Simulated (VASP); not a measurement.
# PbS (Fm-3m) in VASP: settings compared

The runs below take PbS through single point, with PBE, r2SCAN, HSE06.

Everything below comes from runs of VASP 6.6.1. Logs are shortened: lines on timing, memory, paths and dates and some standing lists are left out, and cuts for length are marked.

## (1) The cell of the first run

It takes space group Fm-3m (No. 225, cubic). The conventional cell has a = 5.941 Å, b = 5.941 Å, c = 5.941 Å, α = 90.00°, β = 90.00°, γ = 90.00°. Pb (site symmetry m-3m) has 6 S at 2.97 Å within 3.9 Å. S (site symmetry m-3m) has 6 Pb at 2.97 Å within 3.9 Å.

## (2) Single point, PBE

File INCAR:

```
SYSTEM = PbS
ALGO = Normal ; EDIFF = 1E-7
ENCUT = 520 ; GGA = PE
ISIF = 2 ; ISMEAR = 0
LASPH = .True. ; LCHARG = .False.
LREAL = .False. ; LWAVE = .False.
NBANDS = 17 ; NELM = 80
PREC = Accurate ; SIGMA = 0.01
```

File KPOINTS:

```
k-points
0
Gamma
  4 4 4
  0 0 0
```

File POSCAR:

```
PbS
1.0
    0.0000000000      2.9705683269      2.9705683269
    2.9705683269      0.0000000000      2.9705683269
    2.9705683269      2.9705683269      0.0000000000
Pb S
1 1
Direct
    0.0000000000      0.0000000000      0.0000000000
    0.5000000000      0.5000000000      0.5000000000
```

Potentials or basis: VASP PAW PBE potentials, release 64 (Pb_d, S).

Launch:

```
cat potpaw_PBE.64/Pb_d/POTCAR potpaw_PBE.64/S/POTCAR > POTCAR
mpirun -np 1 vasp_std > vasp.out
```

OUTCAR:

```text
SYSTEM = PbS
   EDIFF = 1E-7
   ENCUT = 520
   GGA = PE
   ISIF = 2
   ISMEAR = 0
   LASPH = .True.
   LREAL = .False.
   NELM = 80
   PREC = Accurate

 ion  position               nearest neighbor table
   1  0.000  0.000  0.000-   2 2.97   2 2.97   2 2.97   2 2.97   2 2.97   2 2.97
   2  0.500  0.500  0.500-   1 2.97   1 2.97   1 2.97   1 2.97   1 2.97   1 2.97

  LATTYP: Found a face centered cubic cell.
 ALAT       =     5.9411366538

  Lattice vectors:

 A1 = (   0.0000000000,   2.9705683269,   2.9705683269)
 A2 = (   2.9705683269,   0.0000000000,   2.9705683269)
 A3 = (   2.9705683269,   2.9705683269,   0.0000000000)

Analysis of symmetry for initial positions (statically):
=====================================================================
 Subroutine PRICEL returns:
 Original cell was already a primitive cell.

 Routine SETGRP: Setting up the symmetry group for a
 face centered cubic supercell.

 Subroutine GETGRP returns: Found 48 space group operations
 (whereof 48 operations were pure point group operations)
 out of a pool of 48 trial point group operations.

The static configuration has the point symmetry O_h .

Analysis of symmetry for dynamics (positions and initial velocities):
=====================================================================
 Subroutine PRICEL returns:
 Original cell was already a primitive cell.

 Routine SETGRP: Setting up the symmetry group for a
 face centered cubic supercell.

 Subroutine GETGRP returns: Found 48 space group operations
 (whereof 48 operations were pure point group operations)
 out of a pool of 48 trial point group operations.

The dynamic configuration has the point symmetry O_h .

 Subroutine INISYM returns: Found 48 space group operations
 (whereof 48 operations are pure point group operations),
 and found     1 'primitive' translations

----------------------------------------------------------------------------------------

                                     Primitive cell

  volume of cell :      52.4262

  direct lattice vectors                    reciprocal lattice vectors
     0.000000000  2.970568327  2.970568327    -0.168317960  0.168317960  0.168317960
     2.970568327  0.000000000  2.970568327     0.168317960 -0.168317960  0.168317960
     2.970568327  2.970568327  0.000000000     0.168317960  0.168317960 -0.168317960

  length of vectors
     4.201018016  4.201018016  4.201018016     0.291535258  0.291535258  0.291535258

  position of ions in fractional coordinates (direct lattice)
     0.000000000  0.000000000  0.000000000
     0.500000000  0.500000000  0.500000000

  ion indices of the primitive-cell ions
[... 58 lines left out ...]
   EDIFF  = 0.1E-06   stopping-criterion for ELM
   LREAL  =      F    real-space projection
   EDIFFG = 0.1E-05   stopping-criterion for IOM
   NSW    =      0    number of steps for IOM
   IBRION =     -1    ionic relax: 0-MD 1-quasi-New 2-CG
   NFREE  =      0    steps in history (QN), initial steepest desc. (CG)
   ISIF   =      2    stress and relaxation
   ISYM   =      2    0-nonsym 1-usesym 2-fastsym
   POTIM  = 0.5000    time-step for ionic-motion
   TEBEG  =    0.0;   TEEND  =   0.0 temperature during run
   PSTRESS=    0.0 pullay stress
   NELECT =      20.0000    total number of electrons
   NUPDOWN=      -1.0000    fix difference up-down
   EMIN   =  10.00;   EMAX   =-10.00  energy-range for DOS
   EFERMI =   0.00;   METHOD = LEGACY
   ISMEAR =     0;   SIGMA  =   0.01  broadening in eV -4-tet -1-fermi 0-gaus
   EFERMI_NEDOS =   21; number of points for ismear=-14 and -15
   IALGO  =     38    algorithm
   IMIX   =      4    mixing-type and parameters
     AMIX     =   0.40;   BMIX     =  1.00
     AMIX_MAG =   1.60;   BMIX_MAG =  1.00
  volume/ion in A,a.u.               =      26.21       176.89
  Fermi-wavevector in a.u.,A,eV,Ry     =   1.187322  2.243714 19.180598  1.409734
  Thomas-Fermi vector in A             =   2.323476
   LORBIT       =      0    0 simple, 1 ext, 2 COOP (PROOUT), +10 PAW based schemes
   GGA     = PE    functional components
   LHFCALC =     F    Hartree Fock is set to
   AEXX    =    0.0000 exact exchange contribution
   IVDW    =     0    specifies the selected vdW correction
   LEPSILON=     F    determine dielectric tensor
   LRPA    =     F    only Hartree local field effects (RPA)
 non-spin polarized calculation
 Gauss-broadening in eV      SIGMA  =   0.01
  energy-cutoff  :      520.00
  volume of cell :       52.43
 maximum number of plane-waves:      1428
   NGX = 15   NGY = 15   NGZ = 15

 number of electron      19.9999999 magnetization

 Free energy of the ion-electron system (eV)
  ---------------------------------------------------
  ext. energy  EPLUGINS =         0.00000000
  ---------------------------------------------------
  free energy    TOTEN  =        -8.74542115 eV

  energy without entropy =       -8.74542115  energy(sigma->0) =       -8.74542115

 E-fermi :   5.8024     XC(G=0):  -9.6614

 val. band max:        5.7517823537   @ k =   0.5000   0.0000   0.0000
 cond. band min:       6.1333952939   @ k =   0.5000   0.0000   0.0000
 fundamental gap:      0.3816129401
 Fermi energy:         5.8023668894

 k-point     1 :       0.0000    0.0000    0.0000
  band No.  band energies     occupation
      1     -11.0575      2.00000
      2     -11.0575      2.00000
      3     -11.0575      2.00000
      4     -11.0412      2.00000
      5     -11.0412      2.00000
      6      -7.7963      2.00000
[... 137 lines left out ...]
      4     -11.0397      2.00000
      5     -10.9977      2.00000
      6      -6.1044      2.00000
[... 9 lines left out ...]
     16      17.7393      0.00000
     17      18.0128      0.00000

------------------------ aborting loop because EDIFF is reached ----------------------------------------

  FORCE on cell =-STRESS in cart. coord.  units (eV):
  Direction    XX          YY          ZZ          XY          YZ          ZX
  --------------------------------------------------------------------------------------
  -------------------------------------------------------------------------------------
  Total        0.6420971      0.6420971      0.6420971      0.0000000      0.0000000     -0.0000000
  in kB       19.6228757     19.6228757     19.6228757      0.0000000      0.0000000     -0.0000000
  external PRESSURE =      19.6228757 kB  Pullay stress =       0.0000000 kB

 VOLUME and BASIS-vectors are now :
 -----------------------------------------------------------------------------
  energy-cutoff  :      520.00
  volume of cell :       52.43
      direct lattice vectors                 reciprocal lattice vectors
     0.000000000  2.970568327  2.970568327    -0.168317960  0.168317960  0.168317960
     2.970568327  0.000000000  2.970568327     0.168317960 -0.168317960  0.168317960
     2.970568327  2.970568327  0.000000000     0.168317960  0.168317960 -0.168317960

 POSITION                                       TOTAL-FORCE (eV/Angst)
 -----------------------------------------------------------------------------------
      0.00000      0.00000      0.00000        -0.000000     -0.000000     -0.000000
      2.97057      2.97057      2.97057         0.000000      0.000000      0.000000
 -----------------------------------------------------------------------------------
    total drift:                                0.000000     -0.000000     -0.000000

  FREE ENERGIE OF THE ION-ELECTRON SYSTEM (eV)
  ---------------------------------------------------
  free  energy   TOTEN  =        -8.7454211464 eV

  energy  without entropy=       -8.7454211464  energy(sigma->0) =       -8.74542115
```

OSZICAR:

```text
N       E                     dE             d eps       ncg     rms          rms(c)
DAV:   1     0.153879228605E+03    0.15388E+03   -0.96177E+03   272   0.123E+03
DAV:   2     0.307306357765E+01   -0.15081E+03   -0.14538E+03   282   0.305E+02
DAV:   3    -0.893040385570E+01   -0.12003E+02   -0.11912E+02   353   0.899E+01
DAV:   4    -0.922183450749E+01   -0.29143E+00   -0.29119E+00   327   0.167E+01
DAV:   5    -0.923363419689E+01   -0.11800E-01   -0.11799E-01   408   0.303E+00    0.453E+00
DAV:   6    -0.874202867510E+01    0.49161E+00   -0.14640E+00   419   0.798E+00    0.325E+00
DAV:   7    -0.874224109335E+01   -0.21242E-03   -0.13374E-01   326   0.183E+00    0.188E+00
DAV:   8    -0.874558999439E+01   -0.33489E-02   -0.15026E-02   323   0.132E+00    0.266E-01
DAV:   9    -0.874522964080E+01    0.36035E-03   -0.28494E-03   432   0.460E-01    0.852E-02
DAV:  10    -0.874541337724E+01   -0.18374E-03   -0.33735E-04   311   0.108E-01    0.509E-02
DAV:  11    -0.874542039684E+01   -0.70196E-05   -0.55185E-05   359   0.805E-02    0.153E-02
DAV:  12    -0.874542113099E+01   -0.73415E-06   -0.34087E-06   364   0.185E-02    0.245E-03
DAV:  13    -0.874542114641E+01   -0.15424E-07   -0.13951E-07   304   0.379E-03
   1 F= -.87454211E+01 E0= -.87454211E+01  d E =-.272019E-14
```

Run time: 12 s. Hardware: 1 thread of Intel Xeon 8259CL, shared host; peak memory 0.17 GiB.

Results:

```
Free energy            : -8.7454 eV
Pressure               : 2.0 GPa
Band gap on the k mesh : 0.38 eV
```

Levels at points of the mesh, in eV from the valence-band top:
| k point | band 8 | band 9 | band 10 | band 11 | band 12 | band 13 |
| --- | --- | --- | --- | --- | --- | --- |
| (0.00, 0.00, 0.00) | -2.14 | -2.14 | -2.14 | 5.20 | 5.20 | 5.20 |
| (0.50, 0.00, 0.00) | -1.76 | -1.76 | 0.00 | 0.38 | 1.98 | 1.98 |
| (0.50, 0.50, 0.00) | -5.15 | -3.40 | -3.40 | 3.89 | 5.56 | 5.67 |

Caveat: the k points lie up to 0.46 Å⁻¹ apart; spin-orbit coupling is left out, which moves the levels of the heavy elements. A k mesh can miss the band edges.

## (3) Single point, PBE

File INCAR:

```
  ALGO = Normal
  EDIFF = 1E-6
  ENCUT = 520
  GGA = PE
  ISIF = 2
  ISMEAR = 0
  LASPH = T
  LCHARG = T
  LELF = T
  LREAL = F
  LVHAR = T
  LWAVE = F
  NBANDS = 17
  NELM = 60
  PREC = Accurate
  SIGMA = 0.01
```

File KPOINTS:

```
k-points
0
Gamma
  4 4 4
```

POSCAR is that of step 2.

Potentials or basis: VASP PAW PBE potentials, release 64 (Pb_d, S).

Launch:

```
cat potpaw_PBE.64/Pb_d/POTCAR potpaw_PBE.64/S/POTCAR > POTCAR
mpirun -np 1 vasp_std > vasp.out
```

OUTCAR:

```text
EDIFF = 1E-6
   ENCUT = 520
   GGA = PE
   ISIF = 2
   ISMEAR = 0
   LASPH = T
   LREAL = F
   NELM = 60
   PREC = Accurate

 ion  position               nearest neighbor table
   1  0.000  0.000  0.000-   2 2.97   2 2.97   2 2.97   2 2.97   2 2.97   2 2.97
   2  0.500  0.500  0.500-   1 2.97   1 2.97   1 2.97   1 2.97   1 2.97   1 2.97

  LATTYP: Found a face centered cubic cell.
 ALAT       =     5.9411366538

  Lattice vectors:

 A1 = (   0.0000000000,   2.9705683269,   2.9705683269)
 A2 = (   2.9705683269,   0.0000000000,   2.9705683269)
 A3 = (   2.9705683269,   2.9705683269,   0.0000000000)

Analysis of symmetry for initial positions (statically):
=====================================================================
 Subroutine PRICEL returns:
 Original cell was already a primitive cell.

 Routine SETGRP: Setting up the symmetry group for a
 face centered cubic supercell.

 Subroutine GETGRP returns: Found 48 space group operations
 (whereof 48 operations were pure point group operations)
 out of a pool of 48 trial point group operations.

The static configuration has the point symmetry O_h .

Analysis of symmetry for dynamics (positions and initial velocities):
=====================================================================
 Subroutine PRICEL returns:
 Original cell was already a primitive cell.

 Routine SETGRP: Setting up the symmetry group for a
 face centered cubic supercell.

 Subroutine GETGRP returns: Found 48 space group operations
 (whereof 48 operations were pure point group operations)
 out of a pool of 48 trial point group operations.

The dynamic configuration has the point symmetry O_h .

 Subroutine INISYM returns: Found 48 space group operations
 (whereof 48 operations are pure point group operations),
[... 91 lines left out ...]
   NUPDOWN=      -1.0000    fix difference up-down
   EMIN   =  10.00;   EMAX   =-10.00  energy-range for DOS
   EFERMI =   0.00;   METHOD = LEGACY
   ISMEAR =     0;   SIGMA  =   0.01  broadening in eV -4-tet -1-fermi 0-gaus
   EFERMI_NEDOS =   21; number of points for ismear=-14 and -15
   IALGO  =     38    algorithm
   IMIX   =      4    mixing-type and parameters
     AMIX     =   0.40;   BMIX     =  1.00
     AMIX_MAG =   1.60;   BMIX_MAG =  1.00
  volume/ion in A,a.u.               =      26.21       176.89
  Fermi-wavevector in a.u.,A,eV,Ry     =   1.187322  2.243714 19.180598  1.409734
  Thomas-Fermi vector in A             =   2.323476
   LORBIT       =      0    0 simple, 1 ext, 2 COOP (PROOUT), +10 PAW based schemes
   GGA     = PE    functional components
   LHFCALC =     F    Hartree Fock is set to
   AEXX    =    0.0000 exact exchange contribution
   IVDW    =     0    specifies the selected vdW correction
   LEPSILON=     F    determine dielectric tensor
   LRPA    =     F    only Hartree local field effects (RPA)
 non-spin polarized calculation
 Gauss-broadening in eV      SIGMA  =   0.01
  energy-cutoff  :      520.00
  volume of cell :       52.43
 maximum number of plane-waves:      1428
   NGX = 15   NGY = 15   NGZ = 15

 number of electron      19.9999999 magnetization

 Free energy of the ion-electron system (eV)
  ---------------------------------------------------
  ext. energy  EPLUGINS =         0.00000000
  ---------------------------------------------------
  free energy    TOTEN  =        -8.74542113 eV

  energy without entropy =       -8.74542113  energy(sigma->0) =       -8.74542113

 E-fermi :   5.8032     XC(G=0):  -9.6614

 val. band max:        5.7519012139   @ k =   0.5000   0.0000   0.0000
 cond. band min:       6.1334446818   @ k =   0.5000   0.0000   0.0000
 fundamental gap:      0.3815434679
 Fermi energy:         5.8032237639

 k-point     1 :       0.0000    0.0000    0.0000
  band No.  band energies     occupation
      1     -11.0574      2.00000
      2     -11.0574      2.00000
      3     -11.0574      2.00000
      4     -11.0410      2.00000
      5     -11.0410      2.00000
      6      -7.7962      2.00000
[... 137 lines left out ...]
      4     -11.0395      2.00000
      5     -10.9975      2.00000
      6      -6.1042      2.00000
[... 9 lines left out ...]
     16      17.7394      0.00000
     17      18.0129      0.00000

------------------------ aborting loop because EDIFF is reached ----------------------------------------

  FORCE on cell =-STRESS in cart. coord.  units (eV):
  Direction    XX          YY          ZZ          XY          YZ          ZX
  --------------------------------------------------------------------------------------
  -------------------------------------------------------------------------------------
  Total        0.6371935      0.6371935      0.6371935      0.0000000      0.0000000     -0.0000000
  in kB       19.4730204     19.4730204     19.4730204      0.0000000      0.0000000     -0.0000000
  external PRESSURE =      19.4730204 kB  Pullay stress =       0.0000000 kB

 VOLUME and BASIS-vectors are now :
 -----------------------------------------------------------------------------
  energy-cutoff  :      520.00
  volume of cell :       52.43
      direct lattice vectors                 reciprocal lattice vectors
     0.000000000  2.970568327  2.970568327    -0.168317960  0.168317960  0.168317960
     2.970568327  0.000000000  2.970568327     0.168317960 -0.168317960  0.168317960
     2.970568327  2.970568327  0.000000000     0.168317960  0.168317960 -0.168317960

 POSITION                                       TOTAL-FORCE (eV/Angst)
 -----------------------------------------------------------------------------------
      0.00000      0.00000      0.00000        -0.000000     -0.000000      0.000000
      2.97057      2.97057      2.97057         0.000000      0.000000     -0.000000
 -----------------------------------------------------------------------------------
    total drift:                                0.000000     -0.000000     -0.000000

  FREE ENERGIE OF THE ION-ELECTRON SYSTEM (eV)
  ---------------------------------------------------
  free  energy   TOTEN  =        -8.7454211310 eV

  energy  without entropy=       -8.7454211310  energy(sigma->0) =       -8.74542113
```

OSZICAR:

```text
N       E                     dE             d eps       ncg     rms          rms(c)
DAV:   1     0.153879228605E+03    0.15388E+03   -0.96177E+03   272   0.123E+03
DAV:   2     0.307306357765E+01   -0.15081E+03   -0.14538E+03   282   0.305E+02
DAV:   3    -0.893040385570E+01   -0.12003E+02   -0.11912E+02   353   0.899E+01
DAV:   4    -0.922183450749E+01   -0.29143E+00   -0.29119E+00   327   0.167E+01
DAV:   5    -0.923363419689E+01   -0.11800E-01   -0.11799E-01   408   0.303E+00    0.453E+00
DAV:   6    -0.874202867510E+01    0.49161E+00   -0.14640E+00   419   0.798E+00    0.325E+00
DAV:   7    -0.874224109335E+01   -0.21242E-03   -0.13374E-01   326   0.183E+00    0.188E+00
DAV:   8    -0.874558999439E+01   -0.33489E-02   -0.15026E-02   323   0.132E+00    0.266E-01
DAV:   9    -0.874522964080E+01    0.36035E-03   -0.28494E-03   432   0.460E-01    0.852E-02
DAV:  10    -0.874541337724E+01   -0.18374E-03   -0.33735E-04   311   0.108E-01    0.509E-02
DAV:  11    -0.874542039684E+01   -0.70196E-05   -0.55185E-05   359   0.805E-02    0.153E-02
DAV:  12    -0.874542113099E+01   -0.73415E-06   -0.34087E-06   356   0.185E-02
   1 F= -.87454211E+01 E0= -.87454211E+01  d E =-.128224E-14
```

Wall time 13 s (1 thread of Intel Xeon 8259CL, shared host); peak memory 0.17 GiB.

What came out:

```yaml
Free_energy: -8.7454 eV
Pressure: 1.9 GPa
Band_gap_on_the_k_mesh: 0.38 eV
```

Caveat: the k points lie up to 0.46 Å⁻¹ apart; spin-orbit coupling is left out, which moves the levels of the heavy elements. A k mesh can miss the band edges.

## (4) Single point, r2SCAN

POSCAR is that of step 3.

File INCAR.step1:

```
SYSTEM = PbS
  ALGO = Normal
  EDIFF = 1E-4
  ENCUT = 520
  GGA = PE
  ISMEAR = 0
  LASPH = .True.
  LCHARG = .False.
  LREAL = .False.
  LWAVE = .True.
  NBANDS = 17
  NELM = 100
  PREC = Accurate
  SIGMA = 0.01
```

File INCAR.step2:

```
SYSTEM = PbS
  ALGO = Normal
  EDIFF = 1E-6
  ENCUT = 520
  ISIF = 2
  ISMEAR = 0
  ISTART = 1
  LASPH = .True.
  LCHARG = .False.
  LMIXTAU = .True.
  LREAL = .False.
  LWAVE = .False.
  METAGGA = R2SCAN
  NBANDS = 17
  NELM = 100
  PREC = Accurate
  SIGMA = 0.01
```

File KPOINTS:

```
k-points
0
Gamma
  4 4 4
  0 0 0
```

Launch:

```
cat potpaw_PBE.64/Pb_d/POTCAR potpaw_PBE.64/S/POTCAR > POTCAR
cp INCAR.step1 INCAR
mpirun -np 1 vasp_std > vasp.out
cp INCAR.step2 INCAR
mpirun -np 1 vasp_std > vasp.out
```

It took 62 s on 1 thread of Intel Xeon 8259CL, shared host; peak memory 0.18 GiB.

Results (log left out):

| Item | Value |
| --- | --- |
| Free energy | -65.5955 eV |
| Pressure | 1.1 GPa |
| Band gap on the k mesh | 0.64 eV |

Levels at points of the mesh, in eV from the valence-band top:
```tsv
k point	band 6	band 7	band 8	band 9	band 10	band 11	band 12	band 13	band 14	band 15
(0.00, 0.00, 0.00)	-14.17	-6.11	-2.31	-2.31	-2.31	5.54	5.54	5.54	7.15	7.15
(0.50, 0.00, 0.00)	-12.93	-9.08	-1.91	-1.91	0.00	0.64	2.20	2.20	9.16	10.63
(0.50, 0.50, 0.00)	-12.47	-7.36	-5.34	-3.58	-3.58	4.17	5.99	6.07	6.07	11.70
```

Caveat: the k points lie up to 0.46 Å⁻¹ apart; the PAW data sets were made with another functional, which shifts forces and pressure a little; spin-orbit coupling is left out, which moves the levels of the heavy elements.

(Continued in part 2 of 2.)
